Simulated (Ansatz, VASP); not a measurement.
**Sb in VASP and in Ansatz**

```xyz
2
Lattice="3.1105 0.0000 0.0000 0.0000 4.3964 0.0000 -0.0095 0.0000 4.3951" Properties=species:S:1:pos:R:3 pbc="T T T"
Sb   -0.0066    3.2973    3.2960
Sb    3.1075    1.0991    1.0991
```

Alike in both runs: task single point; functional PBE; k mesh 14 × 10 × 10; occupations gaussian, width 0.1 eV; no spin polarisation.

```csv
,VASP,Ansatz
version,VASP 6.6.1,Ansatz 0.2.0
potentials or method,"VASP PAW PBE potentials, release 64 (Sb), cutoff 520 eV","scalar-relativistic, plane waves, PAW"
valence electrons in the cell,10,30
```

```csv
,VASP,Ansatz,Ansatz less VASP
gap on the k mesh at the Fermi level (eV),none,none,-
pressure (GPa),0.0,0.0,+0.03
```

A gap of «none» marks a metal or a gap that the smearing closes. VASP's potentials hold 10 valence electrons a cell and Ansatz's 30, so a difference there can come from the potentials and not from the codes.

Neither program's run includes spin-orbit coupling.
